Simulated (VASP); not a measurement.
# NaCl (Fm-3m) in VASP: a series of runs

NaCl is run at these levels: PBE, RPBE+D4, BLYP; tasks: single point.

Everything below comes from runs of VASP 6.6.1. Logs are shortened: lines on timing, memory, paths and dates and some standing lists are left out, and cuts for length are marked.

## Step 1: The cell of the first run

It takes space group Fm-3m (No. 225, cubic). The conventional cell has a = 5.588 Å, b = 5.588 Å, c = 5.588 Å, α = 90.00°, β = 90.00°, γ = 90.00°. Cl (site symmetry m-3m) has 6 Na at 2.79 Å within 3.7 Å. Na (site symmetry m-3m) has 6 Cl at 2.79 Å within 3.7 Å.

## Step 2: Single point, PBE

Input file INCAR:

```
PREC = Accurate
ENCUT = 520
EDIFF = 1E-6
ISMEAR = -1
SIGMA = 0.05
LREAL = False
LASPH = True
NELM = 60
ALGO = Normal
ISIF = 2
LWAVE = False
LCHARG = False
GGA = PE
NBANDS = 14
```

Input file KPOINTS:

```
regular mesh
0
Gamma
  8 8 8
```

Input file POSCAR:

```
NaCl
1.0
    0.0000000000      2.7940632177      2.7940632177
    2.7940632177      0.0000000000      2.7940632177
    2.7940632177      2.7940632177      0.0000000000
Cl Na
1 1
Direct
    0.5000000000      0.5000000000      0.5000000000
    0.0000000000      0.0000000000      0.0000000000
```

Potentials or basis: VASP PAW PBE potentials, release 64 (Cl, Na_pv).

Started as:

```console
$ cat potpaw_PBE.64/Cl/POTCAR potpaw_PBE.64/Na_pv/POTCAR > POTCAR
$ mpirun -np 1 vasp_std > vasp.out
```

OUTCAR:

```text
PREC = Accurate
   ENCUT = 520
   EDIFF = 1E-6
   ISMEAR = -1
   LREAL = False
   LASPH = True
   NELM = 60
   ISIF = 2
   GGA = PE

 ion  position               nearest neighbor table
   1  0.500  0.500  0.500-
   2  0.000  0.000  0.000-

  LATTYP: Found a face centered cubic cell.
 ALAT       =     5.5881264354

  Lattice vectors:

 A1 = (   0.0000000000,   2.7940632177,   2.7940632177)
 A2 = (   2.7940632177,   0.0000000000,   2.7940632177)
 A3 = (   2.7940632177,   2.7940632177,   0.0000000000)

Analysis of symmetry for initial positions (statically):
=====================================================================
 Subroutine PRICEL returns:
 Original cell was already a primitive cell.

 Routine SETGRP: Setting up the symmetry group for a
 face centered cubic supercell.

 Subroutine GETGRP returns: Found 48 space group operations
 (whereof 48 operations were pure point group operations)
 out of a pool of 48 trial point group operations.

The static configuration has the point symmetry O_h .

Analysis of symmetry for dynamics (positions and initial velocities):
=====================================================================
 Subroutine PRICEL returns:
 Original cell was already a primitive cell.

 Routine SETGRP: Setting up the symmetry group for a
 face centered cubic supercell.

 Subroutine GETGRP returns: Found 48 space group operations
 (whereof 48 operations were pure point group operations)
 out of a pool of 48 trial point group operations.

The dynamic configuration has the point symmetry O_h .

 Subroutine INISYM returns: Found 48 space group operations
 (whereof 48 operations are pure point group operations),
 and found     1 'primitive' translations

----------------------------------------------------------------------------------------

                                     Primitive cell

  volume of cell :      43.6253

  direct lattice vectors                    reciprocal lattice vectors
     0.000000000  2.794063218  2.794063218    -0.178950854  0.178950854  0.178950854
     2.794063218  0.000000000  2.794063218     0.178950854 -0.178950854  0.178950854
     2.794063218  2.794063218  0.000000000     0.178950854  0.178950854 -0.178950854

  length of vectors
     3.951402097  3.951402097  3.951402097     0.309951972  0.309951972  0.309951972

  position of ions in fractional coordinates (direct lattice)
     0.500000000  0.500000000  0.500000000
     0.000000000  0.000000000  0.000000000

  ion indices of the primitive-cell ions
   primitive index   ion index
                 1           1
                 2           2

----------------------------------------------------------------------------------------

 KPOINTS: regular mesh

Automatic generation of k-mesh.
 Grid dimensions read from file:
 generate k-points for:    8    8    8

 Generating k-lattice:

  Cartesian coordinates                     Fractional coordinates (reciprocal lattice)
    -0.022368857  0.022368857  0.022368857     0.125000000  0.000000000  0.000000000
     0.022368857 -0.022368857  0.022368857     0.000000000  0.125000000  0.000000000
     0.022368857  0.022368857 -0.022368857     0.000000000  0.000000000  0.125000000

  Length of vectors
     0.038743996  0.038743996  0.038743996

  Shift w.r.t. Gamma in fractional coordinates (k-lattice)
     0.000000000  0.000000000  0.000000000

 Subroutine IBZKPT returns following result:
 ===========================================

 Found     29 irreducible k-points:

 Following reciprocal coordinates:
            Coordinates               Weight
  0.000000  0.000000  0.000000      1.000000
  0.125000  0.000000  0.000000      8.000000
  0.250000  0.000000  0.000000      8.000000
  0.375000  0.000000  0.000000      8.000000
  0.500000  0.000000  0.000000      4.000000
  0.125000  0.125000  0.000000      6.000000
[... 16 lines left out ...]
  0.500000  0.250000  0.125000     48.000000
 -0.375000  0.250000  0.125000     24.000000
 [... further k-points ...]
   k-points           NKPTS =     29   k-points in BZ     NKDIM =     29   number of bands    NBANDS=     14
   number of dos      NEDOS =    301   number of ions     NIONS =      2
   total plane-waves  NPLWV =  27000
   dimension x,y,z NGX =    30 NGY =   30 NGZ =   30
   dimension x,y,z NGXF=    60 NGYF=   60 NGZF=   60
   ions per type =               1   1
   NGX,Y,Z   is equivalent  to a cutoff of  12.62, 12.62, 12.62 a.u.
   NGXF,Y,Z  is equivalent  to a cutoff of  25.24, 25.24, 25.24 a.u.
 SYSTEM =  unknown system
   PREC   = accura    normal or accurate (medium, high low for compatibility)
   ISTART =      0    job   : 0-new  1-cont  2-samecut
   ICHARG =      2    charge: 1-file 2-atom 10-const
   ISPIN  =      1    spin polarized calculation?
   LNONCOLLINEAR =      F non collinear calculations
   LSORBIT =      F    spin-orbit coupling
   LASPH  =      T    aspherical Exc in radial PAW
   ENCUT  =  520.0 eV  38.22 Ry    6.18 a.u.   7.35  7.35  7.35*2*pi/ulx,y,z
   NELM   =     60;   NELMIN=  2; NELMDL= -5     # of ELM steps
   EDIFF  = 0.1E-05   stopping-criterion for ELM
   LREAL  =      F    real-space projection
   EDIFFG = 0.1E-04   stopping-criterion for IOM
   NSW    =      0    number of steps for IOM
   IBRION =     -1    ionic relax: 0-MD 1-quasi-New 2-CG
   NFREE  =      0    steps in history (QN), initial steepest desc. (CG)
   ISIF   =      2    stress and relaxation
   ISYM   =      2    0-nonsym 1-usesym 2-fastsym
   POTIM  = 0.5000    time-step for ionic-motion
   TEBEG  =    0.0;   TEEND  =   0.0 temperature during run
   PSTRESS=    0.0 pullay stress
   NELECT =      14.0000    total number of electrons
   NUPDOWN=      -1.0000    fix difference up-down
   EMIN   =  10.00;   EMAX   =-10.00  energy-range for DOS
   EFERMI =   0.00;   METHOD = LEGACY
   ISMEAR =    -1;   SIGMA  =   0.05  broadening in eV -4-tet -1-fermi 0-gaus
   EFERMI_NEDOS =   21; number of points for ismear=-14 and -15
   IALGO  =     38    algorithm
   IMIX   =      4    mixing-type and parameters
     AMIX     =   0.40;   BMIX     =  1.00
     AMIX_MAG =   1.60;   BMIX_MAG =  1.00
  volume/ion in A,a.u.               =      21.81       147.20
  Fermi-wavevector in a.u.,A,eV,Ry     =   1.120825  2.118053 17.092312  1.256249
  Thomas-Fermi vector in A             =   2.257475
   LORBIT       =      0    0 simple, 1 ext, 2 COOP (PROOUT), +10 PAW based schemes
   GGA     = PE    functional components
   LHFCALC =     F    Hartree Fock is set to
   AEXX    =    0.0000 exact exchange contribution
   IVDW    =     0    specifies the selected vdW correction
   LEPSILON=     F    determine dielectric tensor
   LRPA    =     F    only Hartree local field effects (RPA)
 non-spin polarized calculation
  energy-cutoff  :      520.00
  volume of cell :       43.63
 maximum number of plane-waves:      1211
 NGX is ok and might be reduce to    30
   NGX = 15   NGY = 15   NGZ = 15

 number of electron      14.0000007 magnetization

 Free energy of the ion-electron system (eV)
  ---------------------------------------------------
  ext. energy  EPLUGINS =         0.00000000
  ---------------------------------------------------
  free energy    TOTEN  =        -6.76581657 eV

  energy without entropy =       -6.76581657  energy(sigma->0) =       -6.76581657

 E-fermi :   0.5407     XC(G=0):  -8.2854

 val. band max:       -0.5684572831   @ k =   0.0000   0.0000   0.0000
 cond. band min:       4.6477733330   @ k =   0.0000   0.0000   0.0000
 fundamental gap:      5.2162306161
 Fermi energy:         0.5406725715

 k-point     1 :       0.0000    0.0000    0.0000
  band No.  band energies     occupation
      1     -21.3348      2.00000
      2     -21.3348      2.00000
      3     -21.3348      2.00000
      4     -13.2912      2.00000
      5      -0.5685      2.00000
      6      -0.5685      2.00000
      7      -0.5685      2.00000
      8       4.6478      0.00000
      9      10.5797      0.00000
     10      10.5797      0.00000
     11      10.5797      0.00000
     12      12.7769      0.00000
     13      12.7769      0.00000
     14      14.4292      0.00000

 k-point     2 :       0.1250    0.0000    0.0000
  band No.  band energies     occupation
      1     -21.3398      2.00000
      2     -21.3352      2.00000
      3     -21.3352      2.00000
      4     -13.2403      2.00000
      5      -0.9527      2.00000
      6      -0.6116      2.00000
      7      -0.6116      2.00000
      8       5.1548      0.00000
      9      10.0424      0.00000
     10      10.7791      0.00000
     11      10.7791      0.00000
     12      12.5253      0.00000
     13      12.5253      0.00000
     14      15.3767      0.00000

 k-point     3 :       0.2500    0.0000    0.0000
  band No.  band energies     occupation
      1     -21.3516      2.00000
      2     -21.3360      2.00000
      3     -21.3360      2.00000
      4     -13.1138      2.00000
      5      -1.7117      2.00000
      6      -0.7124      2.00000
      7      -0.7124      2.00000
      8       6.1324      0.00000
      9       9.5144      0.00000
     10      10.8863      0.00000
     11      10.8863      0.00000
     12      12.7507      0.00000
     13      12.7507      0.00000
     14      15.2706      0.00000
[... 324 lines left out ...]
 k-point    23 :       0.5000    0.2500    0.1250
  band No.  band energies     occupation
      1     -21.3590      2.00000
      2     -21.3434      2.00000
      3     -21.3388      2.00000
      4     -12.9331      2.00000
      5      -2.1697      2.00000
      6      -1.2860      2.00000
      7      -0.9458      2.00000
      8       7.7051      0.00000
      9       9.0998      0.00000
     10       9.4543      0.00000
     11      11.4538      0.00000
     12      13.2800      0.00000
     13      15.7125      0.00000
     14      16.1022      0.00000

 k-point    24 :      -0.3750    0.2500    0.1250
  band No.  band energies     occupation
      1     -21.3615      2.00000
      2     -21.3439      2.00000
      3     -21.3397      2.00000
      4     -12.8914      2.00000
      5      -2.2920      2.00000
      6      -1.3675      2.00000
      7      -1.0012      2.00000
      8       7.8331      0.00000
      9       9.0918      0.00000
     10       9.8095      0.00000
     11      11.2670      0.00000
     12      13.9269      0.00000
     13      15.2282      0.00000
     14      16.2333      0.00000

 [... further k-points ...]

------------------------ aborting loop because EDIFF is reached ----------------------------------------

  FORCE on cell =-STRESS in cart. coord.  units (eV):
  Direction    XX          YY          ZZ          XY          YZ          ZX
  --------------------------------------------------------------------------------------
  -------------------------------------------------------------------------------------
  Total        0.4145221      0.4145221      0.4145221     -0.0000000     -0.0000000     -0.0000000
  in kB       15.2236785     15.2236785     15.2236785     -0.0000000     -0.0000000     -0.0000000
  external PRESSURE =      15.2236785 kB  Pullay stress =       0.0000000 kB

 VOLUME and BASIS-vectors are now :
 -----------------------------------------------------------------------------
  energy-cutoff  :      520.00
  volume of cell :       43.63
      direct lattice vectors                 reciprocal lattice vectors
     0.000000000  2.794063218  2.794063218    -0.178950854  0.178950854  0.178950854
     2.794063218  0.000000000  2.794063218     0.178950854 -0.178950854  0.178950854
     2.794063218  2.794063218  0.000000000     0.178950854  0.178950854 -0.178950854

 POSITION                                       TOTAL-FORCE (eV/Angst)
 -----------------------------------------------------------------------------------
      2.79406      2.79406      2.79406        -0.000000      0.000000      0.000000
      0.00000      0.00000      0.00000         0.000000      0.000000     -0.000000
 -----------------------------------------------------------------------------------
    total drift:                               -0.000000      0.000000      0.000000

  FREE ENERGIE OF THE ION-ELECTRON SYSTEM (eV)
  ---------------------------------------------------
  free  energy   TOTEN  =        -6.7658165667 eV

  energy  without entropy=       -6.7658165667  energy(sigma->0) =       -6.76581657
```

Wall time 6.9 s (1 thread of Intel Xeon 6975P-C (Granite Rapids), shared host); peak memory 0.16 GiB.

Results:

```
Free energy            : -6.7658 eV
Pressure               : 1.5 GPa
Band gap on the k mesh : 5.22 eV, direct
```

As with any semilocal functional, this PBE gap is likely too small.

## Step 3: Single point, RPBE+D4

This run uses another cell than the first one, of 23.40 Å³/atom, 1.073 times its volume.

Input file INCAR:

```
ALGO     = Normal         # electronic algorithm
EDIFF    = 1E-6           # SCF threshold, eV
ENCUT    = 520            # plane-wave cutoff, eV
GGA      = RP             # functional
ISIF     = 2              # what is computed and relaxed
ISMEAR   = -1             # smearing method
IVDW     = 13             # dispersion correction
LASPH    = T              # aspherical terms in the spheres
LCHARG   = F              # write CHGCAR
LREAL    = F              # projectors in reciprocal space
LWAVE    = F              # write WAVECAR
NBANDS   = 14             # bands
NELM     = 60             # most SCF steps
PREC     = Accurate       # precision mode
SIGMA    = 0.05           # smearing width, eV
```

Input file KPOINTS:

```
k-points
0
Gamma
  8 8 8
```

Input file POSCAR:

```
NaCl
1.0
    0.0000000000      2.8601853412      2.8601853412
    2.8601853412      0.0000000000      2.8601853412
    2.8601853412      2.8601853412      0.0000000000
Cl Na
1 1
Direct
    0.5000000000      0.5000000000      0.5000000000
    0.0000000000      0.0000000000      0.0000000000
```

Potentials or basis: VASP PAW PBE potentials, release 64 (Cl, Na_pv).

Started as:

```console
$ cat potpaw_PBE.64/Cl/POTCAR potpaw_PBE.64/Na_pv/POTCAR > POTCAR
$ mpirun -np 1 vasp_std > vasp.out
```

Wall time 8.3 s (1 thread of Intel Xeon 6975P-C (Granite Rapids), shared host); peak memory 0.16 GiB.

Results (log left out):

| Property | Result |
| --- | --- |
| Free energy | -6.7838 eV |
| Pressure | -0.1 GPa |
| Band gap on the k mesh | 5.27 eV, direct |
| Dispersion energy per atom | -0.167 eV |

Levels at points of the mesh, in eV from the valence-band top:
| k point | band 3 | band 4 | band 5 | band 6 | band 7 | band 8 | band 9 | band 10 | band 11 | band 12 |
| --- | --- | --- | --- | --- | --- | --- | --- | --- | --- | --- |
| (0.00, 0.00, 0.00) | -20.93 | -12.56 | 0.00 | 0.00 | 0.00 | 5.27 | 11.24 | 11.24 | 11.24 | 13.28 |
| (0.50, 0.00, 0.00) | -20.93 | -12.27 | -1.73 | -0.24 | -0.24 | 7.49 | 10.57 | 11.06 | 11.06 | 15.04 |
| (0.50, 0.50, 0.00) | -20.93 | -12.22 | -1.49 | -0.54 | -0.54 | 7.67 | 8.36 | 11.33 | 14.72 | 14.72 |

Caveat: the PAW data sets were made with another functional, which shifts forces and pressure a little.

## Step 4: Single point, BLYP

This run uses another cell than the first one, of 23.91 Å³/atom, 1.096 times its volume.

Input file INCAR:

```
SYSTEM = NaCl
PREC = Accurate
ENCUT = 520
EDIFF = 1E-6
ISMEAR = -1
SIGMA = 0.05
LREAL = .FALSE.
LASPH = .TRUE.
NELM = 60
ALGO = Normal
ISIF = 2
LWAVE = .FALSE.
LCHARG = .FALSE.
GGA = B5
ALDAX = 1.0
AGGAX = 1.0
AGGAC = 1.0
ALDAC = 0.0
NBANDS = 14
```

Input file KPOINTS:

```
Automatic mesh
0
G
  8 8 8
  0 0 0
```

Input file POSCAR:

```
NaCl
1.0
    0.0000000000      2.8807061801      2.8807061801
    2.8807061801      0.0000000000      2.8807061801
    2.8807061801      2.8807061801      0.0000000000
Cl Na
1 1
Direct
    0.5000000000      0.5000000000      0.5000000000
    0.0000000000      0.0000000000      0.0000000000
```

Started as:

```console
$ cat potpaw_PBE.64/Cl/POTCAR potpaw_PBE.64/Na_pv/POTCAR > POTCAR
$ mpirun -np 1 vasp_std > vasp.out
```

Wall time 9.9 s (1 thread of Intel Xeon 6975P-C (Granite Rapids), shared host); peak memory 0.16 GiB.

The run converged. Its results:

```yaml
Free_energy: -6.3961 eV
Pressure: -0.1 GPa
Band_gap_on_the_k_mesh: 4.90 eV, direct
```

Levels at points of the mesh, in eV from the valence-band top:
| k point | band 4 | band 5 | band 6 | band 7 | band 8 | band 9 | band 10 | band 11 |
| --- | --- | --- | --- | --- | --- | --- | --- | --- |
| (0.00, 0.00, 0.00) | -12.50 | 0.00 | 0.00 | 0.00 | 4.90 | 11.06 | 11.06 | 11.06 |
| (0.50, 0.00, 0.00) | -12.22 | -1.73 | -0.23 | -0.23 | 7.24 | 10.12 | 10.78 | 10.78 |
| (0.50, 0.50, 0.00) | -12.18 | -1.48 | -0.54 | -0.54 | 7.27 | 8.24 | 10.99 | 14.18 |

Caveat: the PAW data sets were made with another functional, which shifts forces and pressure a little. A k mesh can miss the band edges.

## Step 5: Overview

| level | cell | gap on the mesh (eV) | pressure (GPa) |
| --- | --- | --- | --- |
| PBE | a = 3.951 Å, angles 60.0°, 2 atoms | 5.22 | 1.5 |
| RPBE+D4 | a = 4.045 Å, angles 60.0°, 2 atoms | 5.27 | -0.1 |
| BLYP | a = 4.074 Å, angles 60.0°, 2 atoms | 4.90 | -0.1 |

Alike in all rows: task single point; potentials or basis VASP PAW PBE potentials, release 64 (Cl, Na_pv); no spin polarisation; k mesh 8 × 8 × 8; cutoff (eV) 520; smearing fermi-dirac 0.05 eV.

Caveats: the PAW data sets were made with another functional, which shifts forces and pressure a little (some runs).

Total energies depend on the potentials used, so only differences within one code and one set of settings carry meaning.
